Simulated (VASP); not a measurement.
# Si2C (P6/mmm) in VASP: notebook, part 3 of 3

VASP 6.6.1. Earlier steps stand in the parts before.

## 6. Single point, PBE, collinear spin, ferromagnetic start

This run uses another cell than the first one, of 16.22 Å³/atom, 1.281 times its volume.

File INCAR:

```
SYSTEM = Si2C
  PREC = Accurate
  ENCUT = 600
  EDIFF = 1E-6
  ISMEAR = 0
  SIGMA = 0.1
  LREAL = .False.
  LASPH = .True.
  NELM = 200
  ALGO = Normal
  ISIF = 2
  LWAVE = .False.
  LCHARG = .False.
  ISPIN = 2
  MAGMOM = 0 0 1
  LORBIT = 11
  GGA = PE
  NBANDS = 17
  GGA_COMPAT = .False.
```

File KPOINTS:

```
Automatic mesh
0
Gamma
  6 6 6
  0 0 0
```

File POSCAR:

```
Si2C
1.0
    4.4324547400      0.0000000000      0.0000000000
   -2.2162273700      3.8386184100      0.0000000000
    0.0000000000      0.0000000000      2.8597836300
Si C
2 1
Direct
    0.3333333300      0.6666666700      0.5000000000
    0.6666666700      0.3333333300      0.5000000000
    0.0000000000      0.0000000000      0.0000000000
```

Potentials or basis: VASP PAW PBE potentials, release 64 (Si, C).

On the command line:

```bash
cat potpaw_PBE.64/Si/POTCAR potpaw_PBE.64/C/POTCAR > POTCAR
mpirun -np 1 vasp_std > vasp.out
```

OUTCAR:

```text
SYSTEM = Si2C
   PREC = Accurate
   ENCUT = 600
   EDIFF = 1E-6
   ISMEAR = 0
   LREAL = .False.
   LASPH = .True.
   NELM = 200
   ISIF = 2
   ISPIN = 2
   LORBIT = 11
   GGA = PE

 ion  position               nearest neighbor table
   1  0.333  0.667  0.500-   2 2.56   2 2.56   2 2.56
   2  0.667  0.333  0.500-   1 2.56   1 2.56   1 2.56
   3  0.000  0.000  0.000-

  LATTYP: Found a hexagonal cell.
 ALAT       =     4.4324547400
 C/A-ratio  =     0.6451918401

  Lattice vectors:

 A1 = (   4.4324547400,   0.0000000000,   0.0000000000)
 A2 = (  -2.2162273700,   3.8386184100,   0.0000000000)
 A3 = (   0.0000000000,   0.0000000000,   2.8597836300)

Analysis of symmetry for initial positions (statically):
=====================================================================
 Subroutine PRICEL returns:
 Original cell was already a primitive cell.

 Routine SETGRP: Setting up the symmetry group for a
 hexagonal supercell.

 Subroutine GETGRP returns: Found 24 space group operations
 (whereof 24 operations were pure point group operations)
 out of a pool of 24 trial point group operations.

The static configuration has the point symmetry D_6h.

Analysis of symmetry for dynamics (positions and initial velocities):
=====================================================================
 Subroutine PRICEL returns:
 Original cell was already a primitive cell.

 Routine SETGRP: Setting up the symmetry group for a
 hexagonal supercell.

 Subroutine GETGRP returns: Found 24 space group operations
 (whereof 24 operations were pure point group operations)
 out of a pool of 24 trial point group operations.

The dynamic configuration has the point symmetry D_6h.

Analysis of structural, dynamic, and magnetic symmetry:
=====================================================================
 Subroutine PRICEL returns:
 Original cell was already a primitive cell.
[... 150 lines left out ...]

 Free energy of the ion-electron system (eV)
  ---------------------------------------------------
  ext. energy  EPLUGINS =         0.00000000
  ---------------------------------------------------
  free energy    TOTEN  =       -13.77043866 eV

  energy without entropy =      -13.76048536  energy(sigma->0) =      -13.76546201

 E-fermi :   5.6247     XC(G=0): -10.2432

 val. band max:        5.6074535278   @ k =   0.1667   0.1667   0.1667
 cond. band min:       5.6834959026   @ k =   0.5000   0.0000   0.1667
 fundamental gap:      0.0760423748
 Fermi energy:         5.6247481907

 spin component 1

 k-point     1 :       0.0000    0.0000    0.0000
  band No.  band energies     occupation
      1      -6.8030      1.00000
      2      -0.8405      1.00000
      3       2.2026      1.00000
      4       3.1048      1.00000
      5       3.1048      1.00000
      6       3.2424      1.00000
[... 459 lines left out ...]
      6       4.4948      1.00000
[... 9 lines left out ...]
     16      17.5010      0.00000
     17      18.3671      0.00000

 [... further k-points ...]

 spin component 2

 k-point     1 :       0.0000    0.0000    0.0000
  band No.  band energies     occupation
      1      -6.8027      1.00000
      2      -0.8397      1.00000
      3       2.2025      1.00000
      4       3.1048      1.00000
      5       3.1048      1.00000
      6       3.2429      1.00000
[... 459 lines left out ...]
      6       4.4948      1.00000
[... 9 lines left out ...]
     16      17.5011      0.00000
     17      18.3731      0.00000

 [... further k-points ...]
[... 5 lines left out ...]
  --------------------------------------------------------------------------------------
  -------------------------------------------------------------------------------------
  Total       -5.2737365     -5.2737365     -4.4849862      0.0000000      0.0000000      0.0000000
  in kB     -173.6507169   -173.6507172   -147.6791790      0.0000000      0.0000000      0.0000000
  external PRESSURE =    -164.9935377 kB  Pullay stress =       0.0000000 kB

 VOLUME and BASIS-vectors are now :
 -----------------------------------------------------------------------------
  energy-cutoff  :      600.00
  volume of cell :       48.66
      direct lattice vectors                 reciprocal lattice vectors
     4.432454740  0.000000000  0.000000000     0.225608621  0.130255198  0.000000000
    -2.216227370  3.838618410  0.000000000     0.000000000  0.260510395  0.000000000
     0.000000000  0.000000000  2.859783630     0.000000000  0.000000000  0.349676804

 POSITION                                       TOTAL-FORCE (eV/Angst)
 -----------------------------------------------------------------------------------
     -0.00000      2.55908      1.42989        -0.000000     -0.000000     -0.000000
      2.21623      1.27954      1.42989         0.000000      0.000000      0.000000
      0.00000      0.00000      0.00000         0.000000      0.000000     -0.000000
 -----------------------------------------------------------------------------------
    total drift:                               -0.000000      0.000000     -0.000000

  FREE ENERGIE OF THE ION-ELECTRON SYSTEM (eV)
  ---------------------------------------------------
  free  energy   TOTEN  =       -13.7704386613 eV

  energy  without entropy=      -13.7604853567  energy(sigma->0) =      -13.76546201

 total charge

# of ion       s       p       d       tot
------------------------------------------
    1        0.850   0.644   0.000   1.494
    2        0.850   0.644   0.000   1.494
    3        1.038   0.967   0.000   2.004
--------------------------------------------------
tot          2.738   2.254   0.000   4.992

 magnetization (x)

# of ion       s       p       d       tot
------------------------------------------
    1        0.000  -0.000   0.000  -0.000
    2        0.000  -0.000   0.000  -0.000
    3        0.000   0.000   0.000   0.000
--------------------------------------------------
tot          0.000   0.000   0.000   0.000
```

stdout:

```text
POSCAR found type information on POSCAR SiC
 POSCAR found :  2 types and       3 ions
 scaLAPACK will be used
 LDA part: xc-table for (Slater+PW92), standard interpolation
 POSCAR, INCAR and KPOINTS ok, starting setup
 FFT: planning ... GRIDC
 FFT: planning ... GRID_SOFT
 FFT: planning ... GRID
 WAVECAR not read
 entering main loop
```

Run time: 19 s. Hardware: 1 thread of Intel Xeon 6975P-C (Granite Rapids), shared host; peak memory 0.21 GiB.

What came out:

```yaml
Free_energy: -13.7704 eV
Pressure: -16.5 GPa
Band_gap_on_the_k_mesh: zero (filled and empty bands overlap)
Net_moment: 0.00 μB per cell
Valence_electrons_inside_the_program's_atomic_spheres: Si 1.49; C 2.00
```

Levels at points of the mesh, in eV from the Fermi level:
Spin up:
| k point | band 3 | band 4 | band 5 | band 6 | band 7 | band 8 | band 9 | band 10 |
| --- | --- | --- | --- | --- | --- | --- | --- | --- |
| (0.00, 0.00, 0.00) | -3.42 | -2.52 | -2.52 | -2.38 | -2.38 | 1.69 | 6.14 | 6.75 |
| (0.50, 0.00, 0.00) | -6.50 | -4.61 | 1.33 | 1.70 | 1.88 | 2.11 | 5.41 | 5.64 |
| (0.00, 0.00, 0.50) | -2.52 | -0.34 | -0.34 | -0.32 | -0.09 | -0.09 | 0.60 | 0.91 |
| (0.50, 0.00, 0.50) | -5.64 | -4.44 | -1.60 | -1.42 | -1.31 | -0.70 | 2.78 | 4.92 |
Spin down:
```csv
k point,band 2,band 3,band 4,band 5,band 6,band 7,band 8,band 9,band 10,band 11
"(0.00, 0.00, 0.00)",-6.46,-3.42,-2.52,-2.52,-2.38,-2.38,1.70,6.14,6.75,6.76
"(0.50, 0.00, 0.00)",-9.85,-6.50,-4.61,1.33,1.70,1.88,2.11,5.41,5.64,6.07
"(0.00, 0.00, 0.50)",-8.45,-2.52,-0.34,-0.34,-0.32,-0.09,-0.09,0.60,0.91,3.31
"(0.50, 0.00, 0.50)",-6.56,-5.64,-4.44,-1.59,-1.42,-1.31,-0.70,2.78,4.92,7.38
```

Caveat: the k points lie up to 0.37 Å⁻¹ apart.

## 7. The runs side by side

```tsv
task	spin	cell	gap on the mesh (eV)	pressure (GPa)	moment (μB)
single point	off	a = 4.002, b = 4.002, c = 2.739 Å, angles 90.0, 90.0, 120.0°, 3 atoms	none	-0.2	-
single point	off	a = 4.432, b = 4.432, c = 2.860 Å, angles 90.0, 90.0, 120.0°, 3 atoms	none	-16.5	-
single point	collinear, ferromagnetic start	a = 4.002, b = 4.002, c = 2.739 Å, angles 90.0, 90.0, 120.0°, 3 atoms	none	-0.2	0.00
relaxation of cell and atoms	off	relaxed from a = 4.432, b = 4.432, c = 2.860 Å, angles 90.0, 90.0, 120.0°, 3 atoms	none	0.0	-
single point	collinear, ferromagnetic start	a = 4.432, b = 4.432, c = 2.860 Å, angles 90.0, 90.0, 120.0°, 3 atoms	none	-16.5	0.00
```

Alike in all rows: level PBE; potentials or basis VASP PAW PBE potentials, release 64 (Si, C); k mesh 6 × 6 × 6; cutoff (eV) 600; smearing gaussian 0.1 eV.

Caveats: all runs use coarse meshes; the volume moved by over 15 % at a fixed basis, so the end points are rough (some runs).

Total energies depend on the potentials used, so only differences within one code and one set of settings carry meaning.
